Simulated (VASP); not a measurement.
# InAs (F-43m) in VASP: notebook

The runs below take InAs through single point, with HSE06.

All numbers are computed with VASP 6.6.1; they aren't measurements. Logs are shortened: lines on timing, memory, paths and dates and some standing lists are left out, and cuts for length are marked.

### Step 1. The cell of the first run

The structure is cubic, space group F-43m (No. 216). The conventional cell has a = 6.170 Å, b = 6.170 Å, c = 6.170 Å, α = 90.00°, β = 90.00°, γ = 90.00°. Within 3.5 Å of In (site symmetry -43m) lie 4 As at 2.67 Å. Within 3.5 Å of As (site symmetry -43m) lie 4 In at 2.67 Å.

### Step 2. Single point, HSE06 (strain +1.0%)

Contents of POSCAR:

```
InAs
1.0
    0.0000000000      3.0851363778      3.0851363778
    3.0851363778      0.0000000000      3.0851363778
    3.0851363778      3.0851363778      0.0000000000
In As
1 1
Direct
    0.0000000000      0.0000000000      0.0000000000
    0.2500000000      0.2500000000      0.2500000000
```

Contents of INCAR.step1:

```
PREC     = Accurate       # precision mode
ENCUT    = 520            # plane-wave cutoff, eV
EDIFF    = 1E-5           # SCF threshold, eV
ISMEAR   = -1             # smearing method
SIGMA    = 0.02           # smearing width, eV
LREAL    = False          # projectors in reciprocal space
LASPH    = True           # aspherical terms in the spheres
NELM     = 80             # most SCF steps
ALGO     = Normal         # electronic algorithm
ISIF     = 2              # what is computed and relaxed
LWAVE    = True           # write WAVECAR
LCHARG   = False          # write CHGCAR
NBANDS   = 16             # bands
GGA      = PE             # functional
```

Contents of INCAR.step2:

```
PREC     = Accurate       # precision mode
ENCUT    = 520            # plane-wave cutoff, eV
EDIFF    = 1E-6           # SCF threshold, eV
ISMEAR   = -1             # smearing method
SIGMA    = 0.02           # smearing width, eV
LREAL    = False          # projectors in reciprocal space
LASPH    = True           # aspherical terms in the spheres
NELM     = 80             # most SCF steps
ALGO     = Normal         # electronic algorithm
ISIF     = 2              # what is computed and relaxed
LWAVE    = False          # write WAVECAR
LCHARG   = False          # write CHGCAR
GGA      = PE             # functional
LHFCALC  = True           # exact exchange
HFSCREEN = 0.2079         # screening, 1/A
PRECFOCK = Normal       
NBANDS   = 16             # bands
ISTART   = 1
```

Contents of KPOINTS:

```
Automatic mesh
0
Gamma
  6 6 6
```

Potentials or basis: VASP PAW PBE potentials, release 64 (In_d, As).

Command:

```console
$ cat potpaw_PBE.64/In_d/POTCAR potpaw_PBE.64/As/POTCAR > POTCAR
$ cp INCAR.step1 INCAR
$ mpirun -np 1 vasp_std > vasp.out
$ cp INCAR.step2 INCAR
$ mpirun -np 1 vasp_std > vasp.out
```

OUTCAR:

```text
PREC = Accurate
   ENCUT = 520
   EDIFF = 1E-6
   ISMEAR = -1
   LREAL = False
   LASPH = True
   NELM = 80
   ISIF = 2
   GGA = PE
   LHFCALC = True
   HFSCREEN = 0.2079
   PRECFOCK = Normal
   ISTART = 1

 ion  position               nearest neighbor table
   1  0.000  0.000  0.000-   2 2.67   2 2.67   2 2.67   2 2.67
   2  0.250  0.250  0.250-   1 2.67   1 2.67   1 2.67   1 2.67

  LATTYP: Found a face centered cubic cell.
 ALAT       =     6.1702727556

  Lattice vectors:

 A1 = (   0.0000000000,   3.0851363778,   3.0851363778)
 A2 = (   3.0851363778,   0.0000000000,   3.0851363778)
 A3 = (   3.0851363778,   3.0851363778,   0.0000000000)

Analysis of symmetry for initial positions (statically):
=====================================================================
 Subroutine PRICEL returns:
 Original cell was already a primitive cell.

 Routine SETGRP: Setting up the symmetry group for a
 face centered cubic supercell.

 Subroutine GETGRP returns: Found 24 space group operations
 (whereof 24 operations were pure point group operations)
 out of a pool of 48 trial point group operations.

The static configuration has the point symmetry T_d .

Analysis of symmetry for dynamics (positions and initial velocities):
=====================================================================
 Subroutine PRICEL returns:
 Original cell was already a primitive cell.

 Routine SETGRP: Setting up the symmetry group for a
 face centered cubic supercell.

 Subroutine GETGRP returns: Found 24 space group operations
 (whereof 24 operations were pure point group operations)
 out of a pool of 48 trial point group operations.

The dynamic configuration has the point symmetry T_d .

 Subroutine INISYM returns: Found 24 space group operations
 (whereof 24 operations are pure point group operations),
 and found     1 'primitive' translations

----------------------------------------------------------------------------------------

                                     Primitive cell

  volume of cell :      58.7291

  direct lattice vectors                    reciprocal lattice vectors
     0.000000000  3.085136378  3.085136378    -0.162067390  0.162067390  0.162067390
     3.085136378  0.000000000  3.085136378     0.162067390 -0.162067390  0.162067390
     3.085136378  3.085136378  0.000000000     0.162067390  0.162067390 -0.162067390

  length of vectors
     4.363041707  4.363041707  4.363041707     0.280708953  0.280708953  0.280708953

  position of ions in fractional coordinates (direct lattice)
     0.000000000  0.000000000  0.000000000
     0.250000000  0.250000000  0.250000000

  ion indices of the primitive-cell ions
   primitive index   ion index
                 1           1
                 2           2

----------------------------------------------------------------------------------------

 KPOINTS: Automatic mesh

Automatic generation of k-mesh.
 Grid dimensions read from file:
 generate k-points for:    6    6    6

 Generating k-lattice:

  Cartesian coordinates                     Fractional coordinates (reciprocal lattice)
    -0.027011232  0.027011232  0.027011232     0.166666667  0.000000000  0.000000000
     0.027011232 -0.027011232  0.027011232     0.000000000  0.166666667  0.000000000
     0.027011232  0.027011232 -0.027011232     0.000000000  0.000000000  0.166666667

  Length of vectors
     0.046784826  0.046784826  0.046784826

  Shift w.r.t. Gamma in fractional coordinates (k-lattice)
     0.000000000  0.000000000  0.000000000

 Subroutine IBZKPT returns following result:
 ===========================================

 Found     16 irreducible k-points:

 Following reciprocal coordinates:
            Coordinates               Weight
  0.000000  0.000000  0.000000      1.000000
  0.166667  0.000000  0.000000      8.000000
  0.333333  0.000000  0.000000      8.000000
  0.500000  0.000000  0.000000      4.000000
  0.166667  0.166667  0.000000      6.000000
  0.333333  0.166667  0.000000     24.000000
[... 8 lines left out ...]
 -0.333333  0.333333  0.166667     24.000000
 -0.333333  0.500000  0.166667     12.000000
   k-points           NKPTS =     16   k-points in BZ     NKDIM =    216   number of bands    NBANDS=     16
   number of dos      NEDOS =    301   number of ions     NIONS =      2
   total plane-waves  NPLWV =  32768
   dimension x,y,z NGX =    32 NGY =   32 NGZ =   32
   dimension x,y,z NGXF=    64 NGYF=   64 NGZF=   64
   ions per type =               1   1
   NGX,Y,Z   is equivalent  to a cutoff of  12.19, 12.19, 12.19 a.u.
   NGXF,Y,Z  is equivalent  to a cutoff of  24.39, 24.39, 24.39 a.u.
 SYSTEM =  unknown system
   PREC   = accura    normal or accurate (medium, high low for compatibility)
   ISTART =      1    job   : 0-new  1-cont  2-samecut
   ICHARG =      0    charge: 1-file 2-atom 10-const
   ISPIN  =      1    spin polarized calculation?
   LNONCOLLINEAR =      F non collinear calculations
   LSORBIT =      F    spin-orbit coupling
   LASPH  =      T    aspherical Exc in radial PAW
   ENCUT  =  520.0 eV  38.22 Ry    6.18 a.u.   8.11  8.11  8.11*2*pi/ulx,y,z
   NELM   =     80;   NELMIN=  2; NELMDL=  0     # of ELM steps
   EDIFF  = 0.1E-05   stopping-criterion for ELM
   LREAL  =      F    real-space projection
   EDIFFG = 0.1E-04   stopping-criterion for IOM
   NSW    =      0    number of steps for IOM
   IBRION =     -1    ionic relax: 0-MD 1-quasi-New 2-CG
   NFREE  =      0    steps in history (QN), initial steepest desc. (CG)
   ISIF   =      2    stress and relaxation
   ISYM   =      3    0-nonsym 1-usesym 2-fastsym
   POTIM  = 0.5000    time-step for ionic-motion
   TEBEG  =    0.0;   TEEND  =   0.0 temperature during run
   PSTRESS=    0.0 pullay stress
   NELECT =      18.0000    total number of electrons
   NUPDOWN=      -1.0000    fix difference up-down
   EMIN   =  10.00;   EMAX   =-10.00  energy-range for DOS
   EFERMI =   0.00;   METHOD = LEGACY
   ISMEAR =    -1;   SIGMA  =   0.02  broadening in eV -4-tet -1-fermi 0-gaus
   EFERMI_NEDOS =   21; number of points for ismear=-14 and -15
   IALGO  =     38    algorithm
   IMIX   =      1    mixing-type and parameters
     AMIX     =   0.40;   BMIX     =  1.00
     AMIX_MAG =   1.60;   BMIX_MAG =  1.00
  volume/ion in A,a.u.               =      29.36       198.16
  Fermi-wavevector in a.u.,A,eV,Ry     =   1.103777  2.085836 16.576297  1.218323
  Thomas-Fermi vector in A             =   2.240240
   LORBIT       =      0    0 simple, 1 ext, 2 COOP (PROOUT), +10 PAW based schemes
   GGA     = PE    functional components
   LHFCALC =     T    Hartree Fock is set to
   PRECFOCK=normal    Normal, Fast or Accurate (Low or Medium for compatibility)
   ENCUT4O =  -1.0   cutoff for four orbital integrals eV
   NKREDX  =     1    reduce k-point grid by
   NKREDY  =     1    reduce k-point grid by
   NKREDZ  =     1    reduce k-point grid by
   AEXX    =    0.2500 exact exchange contribution
   HFSCREEN=    0.2079 screening length (either q_TF or 0.3 A-1)
   HFSCREENC=   0.2079 screening length for correlation (either q_TF or 0.3 A-1)
   ENCUTFOCK=  -1.0 apply spherical cutoff to Coloumb kernel
   IVDW    =     0    specifies the selected vdW correction
   LEPSILON=     F    determine dielectric tensor
   LRPA    =     F    only Hartree local field effects (RPA)
 non-spin polarized calculation
  energy-cutoff  :      520.00
  volume of cell :       58.73
 maximum number of plane-waves:      1596
  NGX = 28; NGY = 28; NGZ = 28

 number of electron      18.0000008 magnetization

 Free energy of the ion-electron system (eV)
  ---------------------------------------------------
  ext. energy  EPLUGINS =         0.00000000
  ---------------------------------------------------
  free energy    TOTEN  =        -9.20579619 eV

  energy without entropy =       -9.20575522  energy(sigma->0) =       -9.20577570

 E-fermi :   3.6170     XC(G=0):  -7.3752

 val. band max:        3.5172661742   @ k =   0.0000   0.0000   0.0000
 cond. band min:       3.6944945903   @ k =   0.0000   0.0000   0.0000
 fundamental gap:      0.1772284161
 Fermi energy:         3.6170034684

 k-point     1 :       0.0000    0.0000    0.0000
  band No.  band energies     occupation
      1     -12.5247      2.00000
      2     -12.5247      2.00000
      3     -12.5247      2.00000
      4     -12.4150      2.00000
      5     -12.4150      2.00000
      6      -9.1198      2.00000
[... 8 lines left out ...]
     15      13.9429      0.00000
     16      13.9429      0.00000

 k-point     2 :       0.1667    0.0000    0.0000
  band No.  band energies     occupation
      1     -12.5475      2.00000
      2     -12.5167      2.00000
      3     -12.5167      2.00000
      4     -12.4150      2.00000
      5     -12.4150      2.00000
      6      -8.8442      2.00000
[... 8 lines left out ...]
     15      12.8725      0.00000
     16      12.8725      0.00000

 k-point     3 :       0.3333    0.0000    0.0000
  band No.  band energies     occupation
      1     -12.5909      2.00000
      2     -12.5034      2.00000
      3     -12.5034      2.00000
      4     -12.4123      2.00000
      5     -12.4123      2.00000
      6      -8.1606      2.00000
[... 8 lines left out ...]
     15      13.3603      0.00000
     16      13.3603      0.00000

 k-point     4 :       0.5000    0.0000    0.0000
  band No.  band energies     occupation
      1     -12.6116      2.00000
      2     -12.4984      2.00000
      3     -12.4984      2.00000
      4     -12.4092      2.00000
      5     -12.4092      2.00000
      6      -7.6985      2.00000
[... 8 lines left out ...]
     15      15.0821      0.00000
     16      15.0821      0.00000
[... 172 lines left out ...]
 k-point    14 :       0.5000    0.3333    0.1667
  band No.  band energies     occupation
      1     -12.6245      2.00000
      2     -12.4882      2.00000
      3     -12.4786      2.00000
      4     -12.4264      2.00000
      5     -12.4062      2.00000
      6      -7.6407      2.00000
[... 8 lines left out ...]
     15      14.8602      0.00000
     16      16.2285      0.00000

 k-point    15 :      -0.3333    0.3333    0.1667
  band No.  band energies     occupation
      1     -12.6339      2.00000
      2     -12.4875      2.00000
      3     -12.4717      2.00000
      4     -12.4235      2.00000
      5     -12.4091      2.00000
      6      -7.2886      2.00000
[... 8 lines left out ...]
     15      15.1135      0.00000
     16      16.0552      0.00000

 k-point    16 :      -0.3333    0.5000    0.1667
  band No.  band energies     occupation
      1     -12.6476      2.00000
      2     -12.4771      2.00000
      3     -12.4627      2.00000
      4     -12.4323      2.00000
      5     -12.4045      2.00000
      6      -7.1334      2.00000
[... 8 lines left out ...]
     15      15.9067      0.00000
     16      16.1020      0.00000

------------------------ aborting loop because EDIFF is reached ----------------------------------------

  FORCE on cell =-STRESS in cart. coord.  units (eV):
  Direction    XX          YY          ZZ          XY          YZ          ZX
  --------------------------------------------------------------------------------------
  -------------------------------------------------------------------------------------
  Total       -0.6771043     -0.6771043     -0.6771043      0.0000000      0.0000000     -0.0000000
  in kB      -18.4719621    -18.4719621    -18.4719621      0.0000000      0.0000000     -0.0000000
  external PRESSURE =     -18.4719621 kB  Pullay stress =       0.0000000 kB

 VOLUME and BASIS-vectors are now :
 -----------------------------------------------------------------------------
  energy-cutoff  :      520.00
  volume of cell :       58.73
      direct lattice vectors                 reciprocal lattice vectors
     0.000000000  3.085136378  3.085136378    -0.162067390  0.162067390  0.162067390
     3.085136378  0.000000000  3.085136378     0.162067390 -0.162067390  0.162067390
     3.085136378  3.085136378  0.000000000     0.162067390  0.162067390 -0.162067390

 POSITION                                       TOTAL-FORCE (eV/Angst)
 -----------------------------------------------------------------------------------
      0.00000      0.00000      0.00000         0.000000     -0.000000      0.000000
      1.54257      1.54257      1.54257        -0.000000      0.000000     -0.000000
 -----------------------------------------------------------------------------------
    total drift:                                0.000017      0.000016      0.000013

  FREE ENERGIE OF THE ION-ELECTRON SYSTEM (eV)
  ---------------------------------------------------
  free  energy   TOTEN  =        -9.2057961859 eV

  energy  without entropy=       -9.2057552202  energy(sigma->0) =       -9.20577570
```

Wall time 1.6 h (1 thread of Oxide Virtual Turin-like, shared host); peak memory 0.29 GiB.

What came out:

```yaml
Free_energy: -9.2058 eV
Pressure: -1.8 GPa
Band_gap_on_the_k_mesh: 0.18 eV
```

Caveat: the cell differs from its parent crystal (strain +1.0%); the PAW data sets were made with another functional, which shifts forces and pressure a little; spin-orbit coupling is left out, which moves the levels of the heavy elements.

(Part 1 of 2 ends here.)
